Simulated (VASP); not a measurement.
# EuS (Fm-3m) in VASP: single point with PBE+U

Aim: the single point of EuS with PBE+U.

All numbers are computed with VASP 6.6.1; they aren't measurements. Logs are shortened: lines on timing, memory, paths and dates and some standing lists are left out, and cuts for length are marked.

**1. The cell of the first run**

The structure is cubic, space group Fm-3m (No. 225). The conventional cell has a = 5.957 Å, b = 5.957 Å, c = 5.957 Å, α = 90.00°, β = 90.00°, γ = 90.00°. Within 3.9 Å of Eu (site symmetry m-3m) lie 6 S at 2.98 Å. S (site symmetry m-3m) has 6 Eu at 2.98 Å within 3.9 Å.

**2. Single point, PBE+U, collinear spin, ferromagnetic start**

Input file INCAR:

```
  PREC = Accurate
  ENCUT = 600
  EDIFF = 1E-6
  ISMEAR = 0
  SIGMA = 0.02
  LREAL = False
  LASPH = True
  NELM = 200
  ALGO = Normal
  ISIF = 2
  LWAVE = False
  LCHARG = True
  ISPIN = 2
  MAGMOM = 7 0
  LORBIT = 11
  LMAXMIX = 6
  LDAU = True
  LDAUTYPE = 2
  LDAUL = 3 -1
  LDAUU = 11 0
  LDAUJ = 0 0
  LDAUPRINT = 1
  GGA = PE
  LELF = True
  LVHAR = True
  NBANDS = 22
  GGA_COMPAT = False
```

Input file KPOINTS:

```
Automatic mesh
0
Gamma
  10 10 10
```

Input file POSCAR:

```
EuS
1.0
    0.0000000000      2.9785000000      2.9785000000
    2.9785000000      0.0000000000      2.9785000000
    2.9785000000      2.9785000000      0.0000000000
Eu S
1 1
Direct
    0.0000000000      0.0000000000      0.0000000000
    0.5000000000      0.5000000000      0.5000000000
```

Potentials or basis: VASP PAW PBE potentials, release 64 (Eu, S).

Started as:

```
> cat potpaw_PBE.64/Eu/POTCAR potpaw_PBE.64/S/POTCAR > POTCAR
> mpirun -np 1 vasp_std > vasp.out
```

OUTCAR:

```text
PREC = Accurate
   ENCUT = 600
   EDIFF = 1E-6
   ISMEAR = 0
   LREAL = False
   LASPH = True
   NELM = 200
   ISIF = 2
   ISPIN = 2
   LORBIT = 11
   GGA = PE

 ion  position               nearest neighbor table
   1  0.000  0.000  0.000-   2 2.98   2 2.98   2 2.98   2 2.98   2 2.98   2 2.98
   2  0.500  0.500  0.500-   1 2.98   1 2.98   1 2.98   1 2.98   1 2.98   1 2.98

  LATTYP: Found a face centered cubic cell.
 ALAT       =     5.9570000000

  Lattice vectors:

 A1 = (   0.0000000000,   2.9785000000,   2.9785000000)
 A2 = (   2.9785000000,   0.0000000000,   2.9785000000)
 A3 = (   2.9785000000,   2.9785000000,   0.0000000000)

Analysis of symmetry for initial positions (statically):
=====================================================================
 Subroutine PRICEL returns:
 Original cell was already a primitive cell.

 Routine SETGRP: Setting up the symmetry group for a
 face centered cubic supercell.

 Subroutine GETGRP returns: Found 48 space group operations
 (whereof 48 operations were pure point group operations)
 out of a pool of 48 trial point group operations.

The static configuration has the point symmetry O_h .

Analysis of symmetry for dynamics (positions and initial velocities):
=====================================================================
 Subroutine PRICEL returns:
 Original cell was already a primitive cell.

 Routine SETGRP: Setting up the symmetry group for a
 face centered cubic supercell.

 Subroutine GETGRP returns: Found 48 space group operations
 (whereof 48 operations were pure point group operations)
 out of a pool of 48 trial point group operations.

The dynamic configuration has the point symmetry O_h .

Analysis of structural, dynamic, and magnetic symmetry:
=====================================================================
 Subroutine PRICEL returns:
 Original cell was already a primitive cell.

 Routine SETGRP: Setting up the symmetry group for a
 face centered cubic supercell.

 Subroutine GETGRP returns: Found 48 space group operations
 (whereof 48 operations were pure point group operations)
 out of a pool of 48 trial point group operations.

The overall configuration has the point symmetry O_h .

 Subroutine INISYM returns: Found 48 space group operations
 (whereof 48 operations are pure point group operations),
 and found     1 'primitive' translations

----------------------------------------------------------------------------------------

                                     Primitive cell

  volume of cell :      52.8473

  direct lattice vectors                    reciprocal lattice vectors
     0.000000000  2.978500000  2.978500000    -0.167869733  0.167869733  0.167869733
     2.978500000  0.000000000  2.978500000     0.167869733 -0.167869733  0.167869733
     2.978500000  2.978500000  0.000000000     0.167869733  0.167869733 -0.167869733

  length of vectors
     4.212235096  4.212235096  4.212235096     0.290758907  0.290758907  0.290758907

  position of ions in fractional coordinates (direct lattice)
     0.000000000  0.000000000  0.000000000
     0.500000000  0.500000000  0.500000000
[... 114 lines left out ...]
  energy-cutoff  :      600.00
  volume of cell :       52.85
 maximum number of plane-waves:      1807
 NGX is ok and might be reduce to    36
   NGX = 17   NGY = 17   NGZ = 17

atom =   1  type =  1  l = 3

 onsite density matrix

spin component  1

  0.9825  0.0000  0.0002 -0.0000 -0.0000 -0.0000 -0.0000
  0.0000  0.9819 -0.0000 -0.0000  0.0000  0.0000 -0.0000
  0.0002 -0.0000  0.9824  0.0000 -0.0000 -0.0000 -0.0000
 -0.0000 -0.0000  0.0000  0.9826  0.0000 -0.0000  0.0000
 -0.0000  0.0000 -0.0000  0.0000  0.9824 -0.0000 -0.0002
 -0.0000  0.0000 -0.0000 -0.0000 -0.0000  0.9822  0.0000
 -0.0000 -0.0000 -0.0000  0.0000 -0.0002  0.0000  0.9825

spin component  2

  0.0015  0.0000  0.0007  0.0000  0.0000  0.0000  0.0000
  0.0000  0.0000  0.0000 -0.0000 -0.0000 -0.0000 -0.0000
  0.0007  0.0000  0.0011  0.0000 -0.0000 -0.0000 -0.0000
  0.0000 -0.0000  0.0000  0.0020 -0.0000  0.0000  0.0000
  0.0000 -0.0000 -0.0000 -0.0000  0.0011  0.0000 -0.0007
  0.0000 -0.0000 -0.0000  0.0000  0.0000  0.0006  0.0000
  0.0000 -0.0000 -0.0000  0.0000 -0.0007  0.0000  0.0015

 occupancies and eigenvectors

  o =  0.0000  v =  0.0000  0.0000  0.0000  0.0000  0.0000  0.0000  0.0000  0.0000 -1.0000  0.0000 -0.0000 -0.0000 -0.0000 -0.0000      0.0000  0.0000  0.0000  0.0000  0.0000  0.0000  0.0000  0.0000  0.0000  0.0000  0.0000  0.0000  0.0000  0.0000
  o =  0.0006  v =  0.0000  0.0000  0.0000  0.0000  0.0000  0.0000  0.0000 -0.0001 -0.0000  0.0001 -0.0000 -0.0001  1.0000 -0.0000      0.0000  0.0000  0.0000  0.0000  0.0000  0.0000  0.0000  0.0000  0.0000  0.0000  0.0000  0.0000  0.0000  0.0000
  o =  0.0006  v =  0.0000  0.0000  0.0000  0.0000  0.0000  0.0000  0.0000  0.0020  0.0000 -0.0026 -0.0000 -0.7906 -0.0001 -0.6124      0.0000  0.0000  0.0000  0.0000  0.0000  0.0000  0.0000  0.0000  0.0000  0.0000  0.0000  0.0000  0.0000  0.0000
  o =  0.0006  v =  0.0000  0.0000  0.0000  0.0000  0.0000  0.0000  0.0000 -0.6124  0.0000  0.7906  0.0000 -0.0026 -0.0001 -0.0020      0.0000  0.0000  0.0000  0.0000  0.0000  0.0000  0.0000  0.0000  0.0000  0.0000  0.0000  0.0000  0.0000  0.0000
  o =  0.0020  v =  0.0000  0.0000  0.0000  0.0000  0.0000  0.0000  0.0000  0.0001  0.0000  0.0000  0.0046  0.6124  0.0000 -0.7906      0.0000  0.0000  0.0000  0.0000  0.0000  0.0000  0.0000  0.0000  0.0000  0.0000  0.0000  0.0000  0.0000  0.0000
  o =  0.0020  v =  0.0000  0.0000  0.0000  0.0000  0.0000  0.0000  0.0000  0.0005  0.0000  0.0004 -1.0000  0.0028 -0.0000 -0.0036      0.0000  0.0000  0.0000  0.0000  0.0000  0.0000  0.0000  0.0000  0.0000  0.0000  0.0000  0.0000  0.0000  0.0000
  o =  0.0020  v =  0.0000  0.0000  0.0000  0.0000  0.0000  0.0000  0.0000  0.7906  0.0000  0.6124  0.0007 -0.0000  0.0000  0.0001      0.0000  0.0000  0.0000  0.0000  0.0000  0.0000  0.0000  0.0000  0.0000  0.0000  0.0000  0.0000  0.0000  0.0000
  o =  0.9819  v =  0.0000 -1.0000 -0.0000 -0.0000  0.0000 -0.0000 -0.0000  0.0000  0.0000  0.0000  0.0000  0.0000  0.0000  0.0000      0.0000  0.0000  0.0000  0.0000  0.0000  0.0000  0.0000  0.0000  0.0000  0.0000  0.0000  0.0000  0.0000  0.0000
  o =  0.9822  v = -0.6124 -0.0000  0.7906  0.0000 -0.0003  0.0027 -0.0002  0.0000  0.0000  0.0000  0.0000  0.0000  0.0000  0.0000      0.0000  0.0000  0.0000  0.0000  0.0000  0.0000  0.0000  0.0000  0.0000  0.0000  0.0000  0.0000  0.0000  0.0000
  o =  0.9822  v =  0.0000 -0.0000 -0.0000  0.0000 -0.7828 -0.1400 -0.6063  0.0000  0.0000  0.0000  0.0000  0.0000  0.0000  0.0000      0.0000  0.0000  0.0000  0.0000  0.0000  0.0000  0.0000  0.0000  0.0000  0.0000  0.0000  0.0000  0.0000  0.0000
  o =  0.9822  v = -0.0017  0.0000  0.0021 -0.0000  0.1107 -0.9901  0.0857  0.0000  0.0000  0.0000  0.0000  0.0000  0.0000  0.0000      0.0000  0.0000  0.0000  0.0000  0.0000  0.0000  0.0000  0.0000  0.0000  0.0000  0.0000  0.0000  0.0000  0.0000
  o =  0.9826  v =  0.0000 -0.0000  0.0000  0.9992 -0.0242  0.0000  0.0312  0.0000  0.0000  0.0000  0.0000  0.0000  0.0000  0.0000      0.0000  0.0000  0.0000  0.0000  0.0000  0.0000  0.0000  0.0000  0.0000  0.0000  0.0000  0.0000  0.0000  0.0000
  o =  0.9826  v =  0.0000  0.0000 -0.0000  0.0395  0.6119 -0.0000 -0.7900  0.0000  0.0000  0.0000  0.0000  0.0000  0.0000  0.0000      0.0000  0.0000  0.0000  0.0000  0.0000  0.0000  0.0000  0.0000  0.0000  0.0000  0.0000  0.0000  0.0000  0.0000
  o =  0.9826  v =  0.7906 -0.0000  0.6124 -0.0000  0.0000 -0.0000 -0.0000  0.0000  0.0000  0.0000  0.0000  0.0000  0.0000  0.0000      0.0000  0.0000  0.0000  0.0000  0.0000  0.0000  0.0000  0.0000  0.0000  0.0000  0.0000  0.0000  0.0000  0.0000

 number of electron      22.9999997 magnetization       6.9999997

 Free energy of the ion-electron system (eV)
  ---------------------------------------------------
  ext. energy  EPLUGINS =         0.00000000
  ---------------------------------------------------
  free energy    TOTEN  =       -18.76353094 eV

  energy without entropy =      -18.76353094  energy(sigma->0) =      -18.76353094

 E-fermi :   2.3568     XC(G=0):  -9.5290

 val. band max:        2.2768574410   @ k =   0.0000   0.0000   0.0000
 cond. band min:       3.7167503489   @ k =   0.5000   0.5000   0.0000
 fundamental gap:      1.4398929079
 Fermi energy:         2.3567894429

 spin component 1

 k-point     1 :       0.0000    0.0000    0.0000
  band No.  band energies     occupation
      1     -36.1237      1.00000
      2     -15.0660      1.00000
      3     -15.0660      1.00000
      4     -15.0660      1.00000
      5      -9.1534      1.00000
      6       0.2609      1.00000
[... 1193 lines left out ...]
     21      16.0614      0.00000
     22      16.1602      0.00000

 [... further k-points ...]

------------------------ aborting loop because EDIFF is reached ----------------------------------------

  FORCE on cell =-STRESS in cart. coord.  units (eV):
  Direction    XX          YY          ZZ          XY          YZ          ZX
  --------------------------------------------------------------------------------------
  -------------------------------------------------------------------------------------
  Total        0.7650277      0.7650277      0.7650277      0.0000000     -0.0000000      0.0000000
  in kB       23.1934268     23.1934268     23.1934268      0.0000000     -0.0000000      0.0000000
  external PRESSURE =      23.1934268 kB  Pullay stress =       0.0000000 kB

 VOLUME and BASIS-vectors are now :
 -----------------------------------------------------------------------------
  energy-cutoff  :      600.00
  volume of cell :       52.85
      direct lattice vectors                 reciprocal lattice vectors
     0.000000000  2.978500000  2.978500000    -0.167869733  0.167869733  0.167869733
     2.978500000  0.000000000  2.978500000     0.167869733 -0.167869733  0.167869733
     2.978500000  2.978500000  0.000000000     0.167869733  0.167869733 -0.167869733

 POSITION                                       TOTAL-FORCE (eV/Angst)
 -----------------------------------------------------------------------------------
      0.00000      0.00000      0.00000         0.000000     -0.000000     -0.000000
      2.97850      2.97850      2.97850         0.000000      0.000000      0.000000
 -----------------------------------------------------------------------------------
    total drift:                               -0.000000      0.000000      0.000000

  FREE ENERGIE OF THE ION-ELECTRON SYSTEM (eV)
  ---------------------------------------------------
  free  energy   TOTEN  =       -18.7635309419 eV

  energy  without entropy=      -18.7635309419  energy(sigma->0) =      -18.76353094

 total charge

# of ion       s       p       d       f       tot
--------------------------------------------------
    1        2.030   5.803   0.234   6.876  14.942
    2        1.317   2.458   0.000   0.000   3.776
--------------------------------------------------
tot          3.347   8.261   0.234   6.876  18.718

 magnetization (x)

# of ion       s       p       d       f       tot
--------------------------------------------------
    1       -0.016  -0.120   0.037   6.861   6.763
    2       -0.006  -0.052   0.000   0.000  -0.058
--------------------------------------------------
tot         -0.022  -0.171   0.037   6.861   6.705
```

It took 4.7 min on 1 thread of AMD EPYC 9755, shared host; peak memory 0.29 GiB.

What came out:

```yaml
Free_energy: -18.7635 eV
Pressure: 2.3 GPa
Band_gap_on_the_k_mesh: 1.44 eV (least direct gap 1.95 eV)
Net_moment: 7.00 μB per cell
Site_moments: Eu +6.76; S -0.06 μB
Valence_electrons_inside_the_program's_atomic_spheres: Eu 14.94; S 3.78
```

Eigenvalues of the final occupation matrices:
```tsv
site	spin	trace	eigenvalues
site 1 f	1	6.88	0.98 0.98 0.98 0.98 0.98 0.98 0.98
site 1 f	2	0.01	0.00 0.00 0.00 0.00 0.00 0.00 0.00
```

Caveat: spin-orbit coupling is left out, which moves the levels of the heavy elements; a cell with one magnetic atom can't hold antiferromagnetic order, which such compounds often take. The state reached can hang on the start; a lower one may exist.
